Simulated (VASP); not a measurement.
A run of VASP 6.6.1 is set up as follows.

The input INCAR:

```
PREC = Accurate ; ENCUT = 520
EDIFF = 1E-6 ; ISMEAR = -1
SIGMA = 0.01 ; LREAL = Auto
LASPH = True ; NELM = 60
ALGO = Normal ; ISIF = 2
LWAVE = False ; LCHARG = False
GGA = PE ; NBANDS = 145
```

The input KPOINTS:

```
regular mesh
0
Gamma
  3 3 3
```

File POSCAR:

```
CaMg26O27
1.0
    0.0000000000      6.0555000000      6.0555000000
    6.0555000000      0.0000000000      6.0555000000
    6.0555000000      6.0555000000      0.0000000000
Ca Mg O
1 26 27
Direct
    0.0000000000      0.0000000000      0.0000000000
    0.0000000000      0.0000000000      0.3357555746
    0.0000000000      0.0000000000      0.6642444254
    0.0000000000      0.3357555746      0.0000000000
   -0.0004805284      0.3334935095      0.3334935095
    0.0000000000      0.3357555746      0.6642444254
    0.0000000000      0.6642444254      0.0000000000
    0.0000000000      0.6642444254      0.3357555746
    0.0004805284      0.6665064905      0.6665064905
    0.3357555746      0.0000000000      0.0000000000
    0.3334935095     -0.0004805284      0.3334935095
    0.3357555746      0.0000000000      0.6642444254
    0.3334935095      0.3334935095     -0.0004805284
    0.3334935095      0.3334935095      0.3334935095
    0.3351623018      0.3351623018      0.6648376982
    0.3357555746      0.6642444254      0.0000000000
    0.3351623018      0.6648376982      0.3351623018
    0.3351623018      0.6648376982      0.6648376982
    0.6642444254      0.0000000000      0.0000000000
    0.6642444254      0.0000000000      0.3357555746
    0.6665064905      0.0004805284      0.6665064905
    0.6642444254      0.3357555746      0.0000000000
    0.6648376982      0.3351623018      0.3351623018
    0.6648376982      0.3351623018      0.6648376982
    0.6665064905      0.6665064905      0.0004805284
    0.6648376982      0.6648376982      0.3351623018
    0.6665064905      0.6665064905      0.6665064905
    0.1665839656      0.1665839656      0.1665839656
    0.1665839656      0.1665839656      0.5002481032
    0.1752691493      0.1752691493      0.8247308507
    0.1665839656      0.5002481032      0.1665839656
    0.1668641078      0.5000000000      0.5000000000
    0.1668641078      0.5000000000      0.8331358922
    0.1752691493      0.8247308507      0.1752691493
    0.1668641078      0.8331358922      0.5000000000
    0.1752691493      0.8247308507      0.8247308507
    0.5002481032      0.1665839656      0.1665839656
    0.5000000000      0.1668641078      0.5000000000
    0.5000000000      0.1668641078      0.8331358922
    0.5000000000      0.5000000000      0.1668641078
    0.5000000000      0.5000000000      0.5000000000
    0.5000000000      0.5000000000      0.8331358922
    0.5000000000      0.8331358922      0.1668641078
    0.5000000000      0.8331358922      0.5000000000
    0.4997518968      0.8334160344      0.8334160344
    0.8247308507      0.1752691493      0.1752691493
    0.8331358922      0.1668641078      0.5000000000
    0.8247308507      0.1752691493      0.8247308507
    0.8331358922      0.5000000000      0.1668641078
    0.8331358922      0.5000000000      0.5000000000
    0.8334160344      0.4997518968      0.8334160344
    0.8247308507      0.8247308507      0.1752691493
    0.8334160344      0.8334160344      0.4997518968
    0.8334160344      0.8334160344      0.8334160344
```

Potentials or basis: VASP PAW PBE potentials, release 64 (Ca_sv, Mg, O).

The run is started by

```console
$ cat potpaw_PBE.64/Ca_sv/POTCAR potpaw_PBE.64/Mg/POTCAR potpaw_PBE.64/O/POTCAR > POTCAR
$ mpirun -np 1 vasp_std > vasp.out
```

What does it give for the largest force?

0.079 eV/Å.

Predict the pressure.

36.4 GPa.

Forces in eV/Å, atoms in the order of the input:
```
Ca   0.000  0.000  0.000
Mg  -0.005 -0.005  0.000
Mg   0.005  0.005  0.000
Mg  -0.005  0.000 -0.005
Mg  -0.002  0.002  0.002
Mg   0.000  0.005 -0.005
Mg   0.005  0.000  0.005
Mg   0.000 -0.005  0.005
Mg   0.002 -0.002 -0.002
Mg   0.000 -0.005 -0.005
Mg   0.002 -0.002  0.002
Mg   0.005  0.000 -0.005
Mg   0.002  0.002 -0.002
Mg  -0.002 -0.002 -0.002
Mg   0.000  0.000 -0.008
Mg   0.005 -0.005  0.000
Mg   0.000 -0.008  0.000
Mg   0.008  0.000  0.000
Mg   0.000  0.005  0.005
Mg  -0.005  0.000  0.005
Mg  -0.002  0.002 -0.002
Mg  -0.005  0.005  0.000
Mg  -0.008  0.000  0.000
Mg   0.000  0.008  0.000
Mg  -0.002 -0.002  0.002
Mg   0.000  0.000  0.008
Mg   0.002  0.002  0.002
O    0.005  0.005  0.005
O   -0.005 -0.005  0.005
O    0.000  0.000  0.079
O   -0.005  0.005 -0.005
O    0.000  0.016  0.016
O   -0.016  0.000  0.016
O    0.000  0.079  0.000
O   -0.016  0.016  0.000
O   -0.079  0.000  0.000
O    0.005 -0.005 -0.005
O    0.016  0.000  0.016
O    0.000 -0.016  0.016
O    0.016  0.016  0.000
O    0.000  0.000  0.000
O   -0.016 -0.016  0.000
O    0.000  0.016 -0.016
O   -0.016  0.000 -0.016
O   -0.005  0.005  0.005
O    0.079  0.000  0.000
O    0.016 -0.016  0.000
O    0.000 -0.079  0.000
O    0.016  0.000 -0.016
O    0.000 -0.016 -0.016
O    0.005 -0.005  0.005
O    0.000  0.000 -0.079
O    0.005  0.005 -0.005
O   -0.005 -0.005 -0.005
```
